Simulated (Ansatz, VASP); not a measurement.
## MgS: VASP beside Ansatz

File INCAR:

```
SYSTEM = MgS
PREC = Accurate
ENCUT = 520
EDIFF = 1E-6
ISMEAR = 0
SIGMA = 0.05
LREAL = .FALSE.
LASPH = .TRUE.
NELM = 60
ALGO = Normal
ISIF = 2
LWAVE = .FALSE.
LCHARG = .FALSE.
NBANDS = 11
```

The input KPOINTS:

```
regular mesh
0
G
  8 8 8
  0 0 0
```

The input POSCAR:

```
MgS
1.0
    0.0000000000      2.3578753950      2.6016500000
    2.8454246050      0.0000000000      2.6016500000
    2.8454246050      2.3578753950      0.0000000000
Mg S
1 1
Direct
    0.0000000000      0.0000000000      0.0000000000
    0.5000000000      0.5000000000      0.5000000000
```

Input for Ansatz:

```yaml
crystal:
  lattice:
    - [0.0, 2.357875395, 2.60165]
    - [2.845424605, 0.0, 2.60165]
    - [2.845424605, 2.357875395, 0.0]
  atoms:
    - { symbol: Mg, position: [0.0, 0.0, 0.0] }
    - { symbol: S, position: [0.5, 0.5, 0.5] }
basis:
  ecutwfc: 420
kpoints:
  mp_grid: { grid: [8, 8, 8] }
hamiltonian:
  xc: lda
scf:
  occupations: { method: gaussian, width: 0.05 }
output:
  forces: true
  stress: true
  eigenvalues: true
```

Change from the starting cell: strain +0.0937 x Voigt [1, -1, 0, 0, 0, 0], atoms carried along.

Alike in both runs: task single point; functional LDA; k mesh 8 × 8 × 8; occupations gaussian, width 0.05 eV; no spin polarisation.

```csv
,VASP,Ansatz
version,VASP 6.6.1,Ansatz 0.2.0
potentials or method,"VASP PAW LDA potentials, release 64 (Mg, S), cutoff 520 eV","scalar-relativistic, plane waves, PAW"
valence electrons in the cell,8,16
```

Ansatz gave:

```
gap on the k mesh at the Fermi level (eV)                     : 2.18
least direct gap on the mesh (eV)                             : 3.30
pressure (GPa)                                                : 1.7
traceless stress, the component that is largest in VASP (GPa) : 12.34
```

Problem. Estimate VASP's values.

Solution. gap on the k mesh at the Fermi level (eV): 2.18; least direct gap on the mesh (eV): 3.31; pressure (GPa): 1.2; traceless stress, the component that is largest in VASP (GPa): 12.41.

LDA's correlation is that of Perdew and Zunger in VASP and of Perdew and Wang (1992) in Ansatz. VASP's potentials hold 8 valence electrons a cell and Ansatz's 16, so a difference there can come from the potentials and not from the codes.
